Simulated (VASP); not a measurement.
# Co (P6_3/mmc) in VASP: further runs

Co is run at these levels: LDA, revPBE+D3(BJ), revPBE+D4, PBE; tasks: single point.

Everything below comes from runs of VASP 6.6.1. Logs are shortened: lines on timing, memory, paths and dates and some standing lists are left out, and cuts for length are marked.

## Step 1: The cell of the first run

Symmetry: P6_3/mmc, No. 194, hexagonal system. The conventional cell has a = 2.427 Å, b = 2.427 Å, c = 3.916 Å, α = 90.00°, β = 90.00°, γ = 120.00°. Co (site symmetry -6m2) has 12 Co at 2.41 to 2.43 Å within 3.2 Å.

## Step 2: Single point, LDA, collinear spin, ferromagnetic start

INCAR

```
PREC     = Accurate       # precision mode
ENCUT    = 520            # plane-wave cutoff, eV
EDIFF    = 1E-7           # SCF threshold, eV
ISMEAR   = -1             # smearing method
SIGMA    = 0.05           # smearing width, eV
LREAL    = False          # projectors in reciprocal space
LASPH    = True           # aspherical terms in the spheres
NELM     = 150            # most SCF steps
ALGO     = Normal         # electronic algorithm
ISIF     = 2              # what is computed and relaxed
LWAVE    = False          # write WAVECAR
LCHARG   = False          # write CHGCAR
ISPIN    = 2              # spin polarisation
MAGMOM   = 2 2            # initial moments
LORBIT   = 11             # projections on sites
LMAXMIX  = 4              # l up to which the mixer works
GGA      = CA             # functional
NBANDS   = 20             # bands
```

KPOINTS

```
Automatic mesh
0
Gamma
  12 12 7
```

POSCAR

```
Co
1.0
    2.4270134005      0.0000000000      0.0000000000
   -1.2135067002      2.1018552601      0.0000000000
    0.0000000000      0.0000000000      3.9160919873
Co
2
Direct
    0.6666666667      0.3333333333      0.7500000000
    0.3333333333      0.6666666667      0.2500000000
```

Potentials or basis: VASP PAW LDA potentials, release 64 (Co).

Command:

```sh
cat potpaw_LDA.64/Co/POTCAR > POTCAR
mpirun -np 1 vasp_std > vasp.out
```

OUTCAR:

```text
PREC = Accurate
   ENCUT = 520
   EDIFF = 1E-7
   ISMEAR = -1
   LREAL = False
   LASPH = True
   NELM = 150
   ISIF = 2
   ISPIN = 2
   LORBIT = 11
   GGA = CA

 ion  position               nearest neighbor table
   1  0.667  0.333  0.750-   2 2.41   2 2.41   2 2.41   2 2.41   2 2.41   2 2.41
   2  0.333  0.667  0.250-   1 2.41   1 2.41   1 2.41   1 2.41   1 2.41   1 2.41

  LATTYP: Found a hexagonal cell.
 ALAT       =     2.4270134005
 C/A-ratio  =     1.6135436197

  Lattice vectors:

 A1 = (   2.4270134005,   0.0000000000,   0.0000000000)
 A2 = (  -1.2135067002,   2.1018552601,   0.0000000000)
 A3 = (   0.0000000000,   0.0000000000,   3.9160919873)

Analysis of symmetry for initial positions (statically):
=====================================================================
 Subroutine PRICEL returns:
 Original cell was already a primitive cell.

 Routine SETGRP: Setting up the symmetry group for a
 hexagonal supercell.

 Subroutine GETGRP returns: Found 24 space group operations
 (whereof 12 operations were pure point group operations)
 out of a pool of 24 trial point group operations.

The static configuration has the point symmetry D_3d.
 The point group associated with its full space group is D_6h.

Analysis of symmetry for dynamics (positions and initial velocities):
=====================================================================
 Subroutine PRICEL returns:
 Original cell was already a primitive cell.

 Routine SETGRP: Setting up the symmetry group for a
 hexagonal supercell.

 Subroutine GETGRP returns: Found 24 space group operations
 (whereof 12 operations were pure point group operations)
 out of a pool of 24 trial point group operations.

The dynamic configuration has the point symmetry D_3d.
 The point group associated with its full space group is D_6h.

Analysis of structural, dynamic, and magnetic symmetry:
=====================================================================
 Subroutine PRICEL returns:
 Original cell was already a primitive cell.

 Routine SETGRP: Setting up the symmetry group for a
 hexagonal supercell.

 Subroutine GETGRP returns: Found 24 space group operations
 (whereof 12 operations were pure point group operations)
 out of a pool of 24 trial point group operations.

The overall configuration has the point symmetry D_3d.
 The point group associated with its full space group is D_6h.

 Subroutine INISYM returns: Found 24 space group operations
 (whereof 12 operations are pure point group operations),
 and found     1 'primitive' translations

----------------------------------------------------------------------------------------

                                     Primitive cell

  volume of cell :      19.9769

  direct lattice vectors                    reciprocal lattice vectors
     2.427013400  0.000000000  0.000000000     0.412029039  0.237885077  0.000000000
    -1.213506700  2.101855260  0.000000000     0.000000000  0.475770154  0.000000000
     0.000000000  0.000000000  3.916091987     0.000000000  0.000000000  0.255356617

  length of vectors
     2.427013400  2.427013400  3.916091987     0.475770154  0.475770154  0.255356617

  position of ions in fractional coordinates (direct lattice)
     0.666666667  0.333333333  0.750000000
     0.333333333  0.666666667  0.250000000

  ion indices of the primitive-cell ions
   primitive index   ion index
                 1           1
                 2           2

----------------------------------------------------------------------------------------

 KPOINTS: Automatic mesh

Automatic generation of k-mesh.
 Grid dimensions read from file:
 generate k-points for:   12   12    7

 Generating k-lattice:

  Cartesian coordinates                     Fractional coordinates (reciprocal lattice)
     0.034335753  0.019823756  0.000000000     0.083333333  0.000000000  0.000000000
     0.000000000  0.039647513  0.000000000     0.000000000  0.083333333  0.000000000
     0.000000000  0.000000000  0.036479517     0.000000000  0.000000000  0.142857143

  Length of vectors
     0.039647513  0.039647513  0.036479517

  Shift w.r.t. Gamma in fractional coordinates (k-lattice)
     0.000000000  0.000000000  0.000000000

 Subroutine IBZKPT returns following result:
 ===========================================

 Found     76 irreducible k-points:

 Following reciprocal coordinates:
            Coordinates               Weight
  0.000000  0.000000  0.000000      1.000000
  0.083333  0.000000  0.000000      6.000000
  0.166667  0.000000  0.000000      6.000000
  0.250000  0.000000  0.000000      6.000000
  0.333333  0.000000  0.000000      6.000000
  0.416667  0.000000  0.000000      6.000000
[... 16 lines left out ...]
  0.250000  0.000000  0.142857     12.000000
  0.333333  0.000000  0.142857     12.000000
 [... further k-points ...]
   k-points           NKPTS =     76   k-points in BZ     NKDIM =     76   number of bands    NBANDS=     20
   number of dos      NEDOS =    301   number of ions     NIONS =      2
   total plane-waves  NPLWV =   9720
   dimension x,y,z NGX =    18 NGY =   18 NGZ =   30
   dimension x,y,z NGXF=    36 NGYF=   36 NGZF=   60
   ions per type =               2
   NGX,Y,Z   is equivalent  to a cutoff of  12.33, 12.33, 12.74 a.u.
   NGXF,Y,Z  is equivalent  to a cutoff of  24.66, 24.66, 25.47 a.u.
 SYSTEM =  unknown system
   PREC   = accura    normal or accurate (medium, high low for compatibility)
   ISTART =      0    job   : 0-new  1-cont  2-samecut
   ICHARG =      2    charge: 1-file 2-atom 10-const
   ISPIN  =      2    spin polarized calculation?
   LNONCOLLINEAR =      F non collinear calculations
   LSORBIT =      F    spin-orbit coupling
   LASPH  =      T    aspherical Exc in radial PAW
   ENCUT  =  520.0 eV  38.22 Ry    6.18 a.u.   4.51  4.51  7.28*2*pi/ulx,y,z
   NELM   =    150;   NELMIN=  2; NELMDL= -5     # of ELM steps
   EDIFF  = 0.1E-06   stopping-criterion for ELM
   LREAL  =      F    real-space projection
   EDIFFG = 0.1E-05   stopping-criterion for IOM
   NSW    =      0    number of steps for IOM
   IBRION =     -1    ionic relax: 0-MD 1-quasi-New 2-CG
   NFREE  =      0    steps in history (QN), initial steepest desc. (CG)
   ISIF   =      2    stress and relaxation
   ISYM   =      2    0-nonsym 1-usesym 2-fastsym
   POTIM  = 0.5000    time-step for ionic-motion
   TEBEG  =    0.0;   TEEND  =   0.0 temperature during run
   PSTRESS=    0.0 pullay stress
   NELECT =      18.0000    total number of electrons
   NUPDOWN=      -1.0000    fix difference up-down
   EMIN   =  10.00;   EMAX   =-10.00  energy-range for DOS
   EFERMI =   0.00;   METHOD = LEGACY
   ISMEAR =    -1;   SIGMA  =   0.05  broadening in eV -4-tet -1-fermi 0-gaus
   EFERMI_NEDOS =   21; number of points for ismear=-14 and -15
   IALGO  =     38    algorithm
   IMIX   =      4    mixing-type and parameters
     AMIX     =   0.40;   BMIX     =  1.00
     AMIX_MAG =   1.60;   BMIX_MAG =  1.00
  volume/ion in A,a.u.               =       9.99        67.41
  Fermi-wavevector in a.u.,A,eV,Ry     =   1.581211  2.988055 34.017652  2.500227
  Thomas-Fermi vector in A             =   2.681321
   LORBIT       =     11    0 simple, 1 ext, 2 COOP (PROOUT), +10 PAW based schemes
   GGA     = CA    functional components
   LHFCALC =     F    Hartree Fock is set to
   AEXX    =    0.0000 exact exchange contribution
   IVDW    =     0    specifies the selected vdW correction
   LEPSILON=     F    determine dielectric tensor
   LRPA    =     F    only Hartree local field effects (RPA)
 spin polarized calculation
  energy-cutoff  :      520.00
  volume of cell :       19.98
 maximum number of plane-waves:       555
   NGX =  9   NGY =  9   NGZ = 15

 number of electron      17.9999994 magnetization       2.9582250

 Free energy of the ion-electron system (eV)
  ---------------------------------------------------
  ext. energy  EPLUGINS =         0.00000000
  ---------------------------------------------------
  free energy    TOTEN  =       -16.25911436 eV

  energy without entropy =      -16.24522340  energy(sigma->0) =      -16.25216888

 E-fermi :  11.1128     XC(G=0): -14.2300

 val. band max:       11.0958356036   @ k =   0.2500   0.0000   0.1429
 cond. band min:      11.1353379528   @ k =   0.3333   0.0833   0.4286
 fundamental gap:      0.0395023492
 Fermi energy:        11.1127904518

 spin component 1

 k-point     1 :       0.0000    0.0000    0.0000
  band No.  band energies     occupation
      1       1.7427      1.00000
      2       5.6788      1.00000
      3       8.5631      1.00000
      4       8.5794      1.00000
      5       8.5794      1.00000
      6       8.9477      1.00000
[... 12 lines left out ...]
     19      38.4380      0.00000
     20      38.4380      0.00000
[... 507 lines left out ...]
 k-point    24 :       0.3333    0.0000    0.1429
  band No.  band energies     occupation
      1       5.1419      1.00000
      2       6.5051      1.00000
      3       6.9313      1.00000
      4       7.7755      1.00000
      5       8.6290      1.00000
      6       8.6770      1.00000
[... 12 lines left out ...]
     19      35.6697      0.00000
     20      37.2886      0.00000

 [... further k-points ...]

 spin component 2

 k-point     1 :       0.0000    0.0000    0.0000
  band No.  band energies     occupation
      1       1.9294      1.00000
      2       6.5386      1.00000
      3       9.9298      1.00000
      4       9.9315      1.00000
      5       9.9315      1.00000
      6      10.3445      1.00000
[... 12 lines left out ...]
     19      38.8665      0.00000
     20      38.8665      0.00000
[... 507 lines left out ...]
 k-point    24 :       0.3333    0.0000    0.1429
  band No.  band energies     occupation
      1       5.5288      1.00000
      2       7.5348      1.00000
      3       7.9246      1.00000
      4       8.8671      1.00000
      5       9.8752      1.00000
      6      10.0560      1.00000
[... 12 lines left out ...]
     19      36.1528      0.00000
     20      37.7124      0.00000

 [... further k-points ...]
[... 5 lines left out ...]
  --------------------------------------------------------------------------------------
  -------------------------------------------------------------------------------------
  Total       -0.0865444     -0.0865444     -0.1040234     -0.0000000     -0.0000000     -0.0000000
  in kB       -6.9409911     -6.9409911     -8.3428348     -0.0000000     -0.0000000     -0.0000000
  external PRESSURE =      -7.4082723 kB  Pullay stress =       0.0000000 kB

 VOLUME and BASIS-vectors are now :
 -----------------------------------------------------------------------------
  energy-cutoff  :      520.00
  volume of cell :       19.98
      direct lattice vectors                 reciprocal lattice vectors
     2.427013400  0.000000000  0.000000000     0.412029039  0.237885077  0.000000000
    -1.213506700  2.101855260  0.000000000     0.000000000  0.475770154  0.000000000
     0.000000000  0.000000000  3.916091987     0.000000000  0.000000000  0.255356617

 POSITION                                       TOTAL-FORCE (eV/Angst)
 -----------------------------------------------------------------------------------
      1.21351      0.70062      2.93707        -0.000000      0.000000      0.000000
     -0.00000      1.40124      0.97902         0.000000     -0.000000      0.000000
 -----------------------------------------------------------------------------------
    total drift:                                0.000000     -0.000000     -0.000000

  FREE ENERGIE OF THE ION-ELECTRON SYSTEM (eV)
  ---------------------------------------------------
  free  energy   TOTEN  =       -16.2591143567 eV

  energy  without entropy=      -16.2452234012  energy(sigma->0) =      -16.25216888

 total charge

# of ion       s       p       d       tot
------------------------------------------
    1        0.524   0.591   7.340   8.455
    2        0.524   0.591   7.340   8.455
--------------------------------------------------
tot          1.048   1.183  14.680  16.910

 magnetization (x)

# of ion       s       p       d       tot
------------------------------------------
    1       -0.013  -0.038   1.523   1.472
    2       -0.013  -0.038   1.523   1.472
--------------------------------------------------
tot         -0.026  -0.076   3.046   2.944
```

It took 27 s on 1 thread of Intel Xeon 6975P-C (Granite Rapids), shared host; peak memory 0.15 GiB.

Results:

```
Free energy                                           : -16.2591 eV
Pressure                                              : -0.7 GPa
Net moment                                            : 2.96 μB per cell
Site moments                                          : Co +1.47 μB
Valence electrons inside the program's atomic spheres : Co 8.46
```

Levels at points of the mesh, in eV from the Fermi level:
Spin up:
| k point | band 8 | band 9 | band 10 | band 11 | band 12 | band 13 |
| --- | --- | --- | --- | --- | --- | --- |
| (0.00, 0.00, 0.00) | -1.76 | -1.76 | -0.48 | -0.48 | -0.06 | 7.28 |
| (0.50, 0.00, 0.00) | -0.34 | -0.21 | -0.17 | 1.69 | 3.87 | 10.43 |
Spin down:
| k point | band 4 | band 5 | band 6 | band 7 | band 8 | band 9 | band 10 | band 11 |
| --- | --- | --- | --- | --- | --- | --- | --- | --- |
| (0.00, 0.00, 0.00) | -1.18 | -1.18 | -0.77 | -0.77 | -0.31 | -0.31 | 0.12 | 1.07 |
| (0.50, 0.00, 0.00) | -1.88 | -1.36 | -1.20 | -0.75 | 1.21 | 1.37 | 1.40 | 2.81 |

## Step 3: Single point, revPBE+D3(BJ), collinear spin, ferromagnetic start

This run uses another cell than the first one, of 10.46 Å³/atom, 1.047 times its volume.

INCAR

```
ALGO     = Normal         # electronic algorithm
EDIFF    = 1E-7           # SCF threshold, eV
ENCUT    = 520            # plane-wave cutoff, eV
GGA      = RE             # functional
ISIF     = 2              # what is computed and relaxed
ISMEAR   = -1             # smearing method
ISPIN    = 2              # spin polarisation
IVDW     = 12             # dispersion correction
LASPH    = True           # aspherical terms in the spheres
LCHARG   = False          # write CHGCAR
LMAXMIX  = 4              # l up to which the mixer works
LORBIT   = 11             # projections on sites
LREAL    = False          # projectors in reciprocal space
LWAVE    = False          # write WAVECAR
MAGMOM   = 2 2            # initial moments
NBANDS   = 20             # bands
NELM     = 150            # most SCF steps
PREC     = Accurate       # precision mode
SIGMA    = 0.05           # smearing width, eV
```

KPOINTS

```
k-points
0
Gamma
  12 12 7
```

POSCAR

```
Co
1.0
    2.4647555331      0.0000000000      0.0000000000
   -1.2323777666      2.1345409058      0.0000000000
    0.0000000000      0.0000000000      3.9765823445
Co
2
Direct
    0.6666666667      0.3333333333      0.7500000000
    0.3333333333      0.6666666667      0.2500000000
```

Potentials or basis: VASP PAW PBE potentials, release 64 (Co).

Command:

```sh
cat potpaw_PBE.64/Co/POTCAR > POTCAR
mpirun -np 1 vasp_std > vasp.out
```

Wall time 28 s (1 thread of Intel Xeon 6975P-C (Granite Rapids), shared host); peak memory 0.17 GiB.

Results (log left out):

* Free energy: -14.8719 eV
* Pressure: -0.9 GPa
* Net moment: 3.18 μB per cell
* Site moments: Co +1.60 μB
* Valence electrons inside the program's atomic spheres: Co 8.35
* Dispersion energy per atom: -0.832 eV

Stress tensor (GPa, compression positive):
```
-0.83  0.00  0.00
 0.00 -0.83  0.00
 0.00  0.00 -0.95
```

Levels at points of the mesh, in eV from the Fermi level:
Spin up:
```tsv
k point	band 7	band 8	band 9	band 10	band 11	band 12	band 13	band 14	band 15	band 16
(0.00, 0.00, 0.00)	-2.32	-1.96	-1.96	-0.80	-0.80	-0.05	6.73	22.26	25.22	25.22
(0.50, 0.00, 0.00)	-2.21	-0.67	-0.55	-0.51	1.40	3.51	10.02	10.73	13.08	14.49
```
Spin down:
| k point | band 4 | band 5 | band 6 | band 7 | band 8 | band 9 | band 10 | band 11 |
| --- | --- | --- | --- | --- | --- | --- | --- | --- |
| (0.00, 0.00, 0.00) | -1.01 | -1.01 | -0.62 | -0.62 | -0.19 | -0.19 | -0.14 | 1.10 |
| (0.50, 0.00, 0.00) | -1.94 | -1.19 | -1.08 | -0.63 | 1.23 | 1.38 | 1.41 | 2.65 |

Caveat: the PAW data sets were made with another functional, which shifts forces and pressure a little; pairwise dispersion overbinds metals, which lowers pressure and volume.

(Continued in part 2 of 2.)
